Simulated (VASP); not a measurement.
Set up this calculation in VASP 6.6.1, as the native input.

| Property | Result |
| --- | --- |
| Task | single point |
| Functional | r2SCAN |
| Potentials or basis | VASP PAW PBE potentials, release 64 (W_sv, S) |
| Cutoff | 520 eV |
| k mesh | 12 × 12 × 12 |
| Occupations | gaussian, width 0.05 eV |
| Spin | no spin polarisation |
| Dipole correction | no |
| Further INCAR settings | ALGO = Normal; EDIFF = 1e-06; NBANDS = 20 |

WS2:

```xyz
3
Lattice="1.5790 0.9116 6.1633 -1.5790 0.9116 6.1633 0.0000 -1.8233 6.1633" Properties=species:S:1:pos:R:3 pbc="T T T"
W     0.0000    0.0381   -0.0323
S     0.0000    0.0000   13.8730
S     0.0000    0.0000   10.7427
```

This cell differs from its parent crystal: all W atoms moved -0.050 Å, as atom 1 towards its neighbour atom 2 (S) at 2.391 Å.

These files were run (other wordings do the same):

POSCAR

```
WS2
1.0
    1.5790003843      0.9116362969      6.1633300000
   -1.5790003843      0.9116362969      6.1633300000
    0.0000000000     -1.8232725938      6.1633300000
W S
1 2
Direct
    0.0052222440      0.0052222440     -0.0156918288
    0.7503000000      0.7503000000      0.7503000000
    0.5810000000      0.5810000000      0.5810000000
```

INCAR.step1

```
PREC = Accurate
ENCUT = 520
ISMEAR = 0
SIGMA = 0.05
LREAL = F
LASPH = T
NELM = 60
NBANDS = 20
GGA = PE
ALGO = Normal
EDIFF = 1E-4
LWAVE = T
LCHARG = F
```

INCAR.step2

```
PREC = Accurate
ENCUT = 520
EDIFF = 1E-6
ISMEAR = 0
SIGMA = 0.05
LREAL = F
LASPH = T
NELM = 60
ALGO = Normal
ISIF = 2
LWAVE = F
LCHARG = F
METAGGA = R2SCAN
LMIXTAU = T
NBANDS = 20
ISTART = 1
```

KPOINTS

```
regular mesh
0
Gamma
  12 12 12
```

Potentials or basis: VASP PAW PBE potentials, release 64 (W_sv, S).

The run is started by

```bash
$ cat potpaw_PBE.64/W_sv/POTCAR potpaw_PBE.64/S/POTCAR > POTCAR
$ cp INCAR.step1 INCAR
$ mpirun -np 1 vasp_std > vasp.out
$ cp INCAR.step2 INCAR
$ mpirun -np 1 vasp_std > vasp.out
```

It gave:

- Pressure: 2.9 GPa
- Largest force: 0.968 eV/Å
- Band gap on the k mesh: 1.12 eV (least direct gap 2.02 eV)

Caveat: the cell differs from its parent crystal (all W atoms moved -0.050 Å, as atom 1 towards its neighbour atom 2 (S) at 2.391 Å); the PAW data sets were made with another functional, which shifts forces and pressure a little; spin-orbit coupling is left out, which moves the levels of the heavy elements.

It took 67 min on 1 thread of Intel(R) Xeon(R) Platinum 8259CL CPU @ 2.50GHz (Skylake/Cascade Lake) (shared host), peak memory 0.7 GiB.
